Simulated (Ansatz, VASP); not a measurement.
## Two plane-wave programs on GePb3Se

```xyz
5
Lattice="6.3400 0.0000 0.0000 0.0000 6.3400 0.0000 0.0000 0.0000 6.3400" Properties=species:S:1:pos:R:3 pbc="T T T"
Ge    0.0000    0.0000    0.0000
Se    3.1700    3.1700    3.1700
Pb    3.1700    3.1700    0.0000
Pb    3.1700    0.0000    3.1700
Pb    0.0000    3.1700    3.1700
```

Alike in both runs: task single point; functional PBEsol; k mesh 4 × 4 × 4; occupations gaussian, width 0.05 eV; no spin polarisation.

|  | VASP | Ansatz |
| --- | --- | --- |
| version | VASP 6.6.1 | Ansatz 0.2.0 |
| potentials or method | VASP PAW PBE potentials, release 64 (Ge_d, Se, Pb_d), cutoff 520 eV | scalar-relativistic, plane waves, PAW |
| valence electrons in the cell | 62 | 72 |

|  | VASP | Ansatz | Ansatz less VASP |
| --- | --- | --- | --- |
| gap on the k mesh at the Fermi level (eV) | none | none | - |
| pressure (GPa) | -6.0 | -6.0 | +0.02 |

VASP's potentials were made for PBE, not for PBEsol. A gap of «none» marks a metal or a gap that the smearing closes. VASP's potentials hold 62 valence electrons a cell and Ansatz's 72, so a difference there can come from the potentials and not from the codes.

Neither program's run includes spin-orbit coupling.
